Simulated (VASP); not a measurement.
# Rh (Fm-3m) in VASP: single point with r2SCAN

Aim: the single point of Rh with r2SCAN.

All numbers are computed with VASP 6.6.1; they aren't measurements. Logs are shortened: lines on timing, memory, paths and dates and some standing lists are left out, and cuts for length are marked.

## (1) The cell of the first run

Symmetry: Fm-3m, No. 225, cubic system. Conventional cell: a = 3.830 Å, b = 3.830 Å, c = 3.830 Å, α = 90.00°, β = 90.00°, γ = 90.00°. Within 3.6 Å of Rh (site symmetry m-3m) lie 12 Rh at 2.71 Å.

## (2) Single point, r2SCAN

POSCAR

```
Rh
1.0
    0.0000000000      1.9149890286      1.9149890286
    1.9149890286      0.0000000000      1.9149890286
    1.9149890286      1.9149890286      0.0000000000
Rh
1
Direct
    0.0000000000      0.0000000000      0.0000000000
```

INCAR.step1

```
SYSTEM = Rh
PREC = Accurate ; ENCUT = 580
ISMEAR = 0 ; SIGMA = 0.1
LREAL = .False. ; LASPH = .True.
NELM = 120 ; NBANDS = 14
GGA = PE ; ALGO = Normal
EDIFF = 1E-5 ; LWAVE = .True.
LCHARG = .False. ; GGA_COMPAT = .False.
```

INCAR.step2

```
SYSTEM = Rh
PREC = Accurate ; ENCUT = 580
EDIFF = 1E-6 ; ISMEAR = 0
SIGMA = 0.1 ; LREAL = .False.
LASPH = .True. ; NELM = 120
ALGO = Normal ; ISIF = 2
LWAVE = .False. ; LCHARG = .True.
METAGGA = R2SCAN ; LMIXTAU = .True.
LELF = .True. ; LVHAR = .True.
NBANDS = 14 ; ISTART = 1
GGA_COMPAT = .False.
```

KPOINTS

```
regular mesh
0
Gamma
  18 18 18
  0 0 0
```

Potentials or basis: VASP PAW PBE potentials, release 64 (Rh_sv_GW).

Started as:

```bash
> cat potpaw_PBE.64/Rh_sv_GW/POTCAR > POTCAR
> cp INCAR.step1 INCAR
> mpirun -np 1 vasp_std > vasp.out
> cp INCAR.step2 INCAR
> mpirun -np 1 vasp_std > vasp.out
```

OUTCAR:

```text
SYSTEM = Rh
   PREC = Accurate
   ENCUT = 580
   EDIFF = 1E-6
   ISMEAR = 0
   LREAL = .False.
   LASPH = .True.
   NELM = 120
   ISIF = 2
   METAGGA = R2SCAN
   ISTART = 1

 ion  position               nearest neighbor table
   1  0.000  0.000  0.000-

  LATTYP: Found a face centered cubic cell.
 ALAT       =     3.8299780572

  Lattice vectors:

 A1 = (   0.0000000000,   1.9149890286,   1.9149890286)
 A2 = (   1.9149890286,   0.0000000000,   1.9149890286)
 A3 = (   1.9149890286,   1.9149890286,   0.0000000000)

Analysis of symmetry for initial positions (statically):
=====================================================================
 Subroutine PRICEL returns:
 Original cell was already a primitive cell.

 Routine SETGRP: Setting up the symmetry group for a
 face centered cubic supercell.

 Subroutine GETGRP returns: Found 48 space group operations
 (whereof 48 operations were pure point group operations)
 out of a pool of 48 trial point group operations.

The static configuration has the point symmetry O_h .

Analysis of symmetry for dynamics (positions and initial velocities):
=====================================================================
 Subroutine PRICEL returns:
 Original cell was already a primitive cell.

 Routine SETGRP: Setting up the symmetry group for a
 face centered cubic supercell.

 Subroutine GETGRP returns: Found 48 space group operations
 (whereof 48 operations were pure point group operations)
 out of a pool of 48 trial point group operations.

The dynamic configuration has the point symmetry O_h .

 Subroutine INISYM returns: Found 48 space group operations
 (whereof 48 operations are pure point group operations),
 and found     1 'primitive' translations

----------------------------------------------------------------------------------------

                                     Primitive cell

  volume of cell :      14.0452

  direct lattice vectors                    reciprocal lattice vectors
     0.000000000  1.914989029  1.914989029    -0.261098102  0.261098102  0.261098102
     1.914989029  0.000000000  1.914989029     0.261098102 -0.261098102  0.261098102
     1.914989029  1.914989029  0.000000000     0.261098102  0.261098102 -0.261098102

  length of vectors
     2.708203456  2.708203456  2.708203456     0.452235178  0.452235178  0.452235178

  position of ions in fractional coordinates (direct lattice)
     0.000000000  0.000000000  0.000000000

  ion indices of the primitive-cell ions
   primitive index   ion index
                 1           1

----------------------------------------------------------------------------------------

 KPOINTS: regular mesh

Automatic generation of k-mesh.
 Grid dimensions read from file:
 generate k-points for:   18   18   18

 Generating k-lattice:

  Cartesian coordinates                     Fractional coordinates (reciprocal lattice)
    -0.014505450  0.014505450  0.014505450     0.055555556  0.000000000  0.000000000
     0.014505450 -0.014505450  0.014505450     0.000000000  0.055555556  0.000000000
     0.014505450  0.014505450 -0.014505450     0.000000000  0.000000000  0.055555556

  Length of vectors
     0.025124177  0.025124177  0.025124177

  Shift w.r.t. Gamma in fractional coordinates (k-lattice)
     0.000000000  0.000000000  0.000000000

 Subroutine IBZKPT returns following result:
 ===========================================

 Found    195 irreducible k-points:

 Following reciprocal coordinates:
            Coordinates               Weight
  0.000000  0.000000  0.000000      1.000000
  0.055556  0.000000  0.000000      8.000000
  0.111111  0.000000  0.000000      8.000000
  0.166667  0.000000  0.000000      8.000000
  0.222222  0.000000  0.000000      8.000000
  0.277778  0.000000  0.000000      8.000000
[... 16 lines left out ...]
 -0.277778  0.055556  0.000000     24.000000
 -0.222222  0.055556  0.000000     24.000000
 [... further k-points ...]
   k-points           NKPTS =    195   k-points in BZ     NKDIM =    195   number of bands    NBANDS=     14
   number of dos      NEDOS =    301   number of ions     NIONS =      1
   total plane-waves  NPLWV =  13824
   dimension x,y,z NGX =    24 NGY =   24 NGZ =   24
   dimension x,y,z NGXF=    48 NGYF=   48 NGZF=   48
   ions per type =               1
   NGX,Y,Z   is equivalent  to a cutoff of  14.73, 14.73, 14.73 a.u.
   NGXF,Y,Z  is equivalent  to a cutoff of  29.47, 29.47, 29.47 a.u.
 SYSTEM =  Rh
   PREC   = accura    normal or accurate (medium, high low for compatibility)
   ISTART =      1    job   : 0-new  1-cont  2-samecut
   ICHARG =      0    charge: 1-file 2-atom 10-const
   ISPIN  =      1    spin polarized calculation?
   LNONCOLLINEAR =      F non collinear calculations
   LSORBIT =      F    spin-orbit coupling
   LASPH  =      T    aspherical Exc in radial PAW
   ENCUT  =  580.0 eV  42.63 Ry    6.53 a.u.   5.32  5.32  5.32*2*pi/ulx,y,z
   NELM   =    120;   NELMIN=  2; NELMDL=  0     # of ELM steps
   EDIFF  = 0.1E-05   stopping-criterion for ELM
   LREAL  =      F    real-space projection
   EDIFFG = 0.1E-04   stopping-criterion for IOM
   NSW    =      0    number of steps for IOM
   IBRION =     -1    ionic relax: 0-MD 1-quasi-New 2-CG
   NFREE  =      0    steps in history (QN), initial steepest desc. (CG)
   ISIF   =      2    stress and relaxation
   ISYM   =      2    0-nonsym 1-usesym 2-fastsym
   POTIM  = 0.5000    time-step for ionic-motion
   TEBEG  =    0.0;   TEEND  =   0.0 temperature during run
   PSTRESS=    0.0 pullay stress
   NELECT =      17.0000    total number of electrons
   NUPDOWN=      -1.0000    fix difference up-down
   EMIN   =  10.00;   EMAX   =-10.00  energy-range for DOS
   EFERMI =   0.00;   METHOD = LEGACY
   ISMEAR =     0;   SIGMA  =   0.10  broadening in eV -4-tet -1-fermi 0-gaus
   EFERMI_NEDOS =   21; number of points for ismear=-14 and -15
   IALGO  =     38    algorithm
   IMIX   =      4    mixing-type and parameters
     AMIX     =   0.40;   BMIX     =  1.00
     AMIX_MAG =   1.60;   BMIX_MAG =  1.00
  volume/ion in A,a.u.               =      14.05        94.78
  Fermi-wavevector in a.u.,A,eV,Ry     =   1.744676  3.296960 41.414709  3.043895
  Thomas-Fermi vector in A             =   2.816510
   LORBIT       =      0    0 simple, 1 ext, 2 COOP (PROOUT), +10 PAW based schemes
   METAGGA = R2SCAN    functional components
   LHFCALC =     F    Hartree Fock is set to
   AEXX    =    0.0000 exact exchange contribution
   IVDW    =     0    specifies the selected vdW correction
   LEPSILON=     F    determine dielectric tensor
   LRPA    =     F    only Hartree local field effects (RPA)
 non-spin polarized calculation
 Gauss-broadening in eV      SIGMA  =   0.10
  energy-cutoff  :      580.00
  volume of cell :       14.05
 maximum number of plane-waves:       459
 NGX is ok and might be reduce to    24
   NGX = 11   NGY = 11   NGZ = 11

 number of electron      16.9999997 magnetization

 Free energy of the ion-electron system (eV)
  ---------------------------------------------------
  ext. energy  EPLUGINS =         0.00000000
  ---------------------------------------------------
  free energy    TOTEN  =       -23.27794597 eV

  energy without entropy =      -23.27086007  energy(sigma->0) =      -23.27440302

 E-fermi :  10.3251     XC(G=0): -15.1143

 val. band max:       10.3007395528   @ k =   0.5000   0.3889   0.0556
 cond. band min:      10.3256446737   @ k =   0.5000   0.2222   0.1111
 fundamental gap:      0.0249051209
 Fermi energy:        10.3251468689

 k-point     1 :       0.0000    0.0000    0.0000
  band No.  band energies     occupation
      1     -70.7860      2.00000
      2     -37.4434      2.00000
      3     -37.4434      2.00000
      4     -37.4434      2.00000
      5       2.3314      2.00000
      6       7.2577      2.00000
      7       7.2577      2.00000
      8       7.2577      2.00000
      9       9.2787      2.00000
     10       9.2787      2.00000
     11      26.8101      0.00000
     12      32.3427      0.00000
     13      32.3427      0.00000
     14      32.3427      0.00000

 k-point     2 :       0.0556    0.0000    0.0000
  band No.  band energies     occupation
      1     -70.7826      2.00000
      2     -37.4653      2.00000
      3     -37.4462      2.00000
      4     -37.4462      2.00000
      5       2.4584      2.00000
      6       7.2021      2.00000
      7       7.3071      2.00000
      8       7.3071      2.00000
      9       9.2519      2.00000
     10       9.2519      2.00000
     11      26.9888      0.00000
     12      31.6824      0.00000
     13      32.5237      0.00000
     14      32.5237      0.00000

 k-point     3 :       0.1111    0.0000    0.0000
  band No.  band energies     occupation
      1     -70.7729      2.00000
      2     -37.5302      2.00000
      3     -37.4548      2.00000
      4     -37.4548      2.00000
      5       2.8230      2.00000
      6       7.0623      2.00000
      7       7.4353      2.00000
      8       7.4353      2.00000
      9       9.1950      2.00000
     10       9.1950      2.00000
     11      27.4635      0.00000
     12      30.2594      0.00000
     13      33.0494      0.00000
     14      33.0494      0.00000
[... 324 lines left out ...]
 k-point    23 :      -0.2778    0.0556    0.0000
  band No.  band energies     occupation
      1     -70.7121      2.00000
      2     -37.9139      2.00000
      3     -37.5328      2.00000
      4     -37.5010      2.00000
      5       4.4426      2.00000
      6       7.3970      2.00000
      7       7.5731      2.00000
      8       7.6231      2.00000
      9       9.4972      2.00000
     10      10.2624      1.62550
     11      24.4910      0.00000
     12      28.0969      0.00000
     13      33.5353      0.00000
     14      36.0293      0.00000

 k-point    24 :      -0.2222    0.0556    0.0000
  band No.  band energies     occupation
      1     -70.7312      2.00000
      2     -37.7929      2.00000
      3     -37.5148      2.00000
      4     -37.4831      2.00000
      5       4.1908      2.00000
      6       6.9262      2.00000
      7       7.6365      2.00000
      8       7.6877      2.00000
      9       9.1131      2.00000
     10       9.7967      2.00000
     11      26.3252      0.00000
     12      28.5140      0.00000
     13      33.8233      0.00000
     14      35.6918      0.00000

 [... further k-points ...]

------------------------ aborting loop because EDIFF is reached ----------------------------------------

  FORCE on cell =-STRESS in cart. coord.  units (eV):
  Direction    XX          YY          ZZ          XY          YZ          ZX
  --------------------------------------------------------------------------------------
  -------------------------------------------------------------------------------------
  Total       -0.6857580     -0.6857580     -0.6857580      0.0000000      0.0000000     -0.0000000
  in kB      -78.2262699    -78.2262699    -78.2262699      0.0000000      0.0000000     -0.0000000
  external PRESSURE =     -78.2262699 kB  Pullay stress =       0.0000000 kB

 VOLUME and BASIS-vectors are now :
 -----------------------------------------------------------------------------
  energy-cutoff  :      580.00
  volume of cell :       14.05
      direct lattice vectors                 reciprocal lattice vectors
     0.000000000  1.914989029  1.914989029    -0.261098102  0.261098102  0.261098102
     1.914989029  0.000000000  1.914989029     0.261098102 -0.261098102  0.261098102
     1.914989029  1.914989029  0.000000000     0.261098102  0.261098102 -0.261098102

 POSITION                                       TOTAL-FORCE (eV/Angst)
 -----------------------------------------------------------------------------------
      0.00000      0.00000      0.00000         0.000000     -0.000000     -0.000000
 -----------------------------------------------------------------------------------
    total drift:                                0.000000      0.000000     -0.000000

  FREE ENERGIE OF THE ION-ELECTRON SYSTEM (eV)
  ---------------------------------------------------
  free  energy   TOTEN  =       -23.2779459699 eV

  energy  without entropy=      -23.2708600723  energy(sigma->0) =      -23.27440302
```

Run time: 88 s. Hardware: 1 thread of Intel Xeon Platinum 8559C (Emerald Rapids), shared host; peak memory 0.19 GiB.

Results:

| Quantity | Value |
| --- | --- |
| Free energy | -23.2779 eV |
| Pressure | -7.8 GPa |

Levels at points of the mesh, in eV from the Fermi level:
```
           k point  band 6  band 7  band 8  band 9  band 10  band 11
(0.00, 0.00, 0.00)   -3.07   -3.07   -3.07   -1.05    -1.05    16.48
(0.50, 0.00, 0.00)   -3.18   -3.18    0.56    0.56     0.93     8.87
(0.50, 0.50, 0.00)   -5.97    0.48    1.00    1.00     3.45    12.60
```

Caveat: the PAW data sets were made with another functional, which shifts forces and pressure a little.
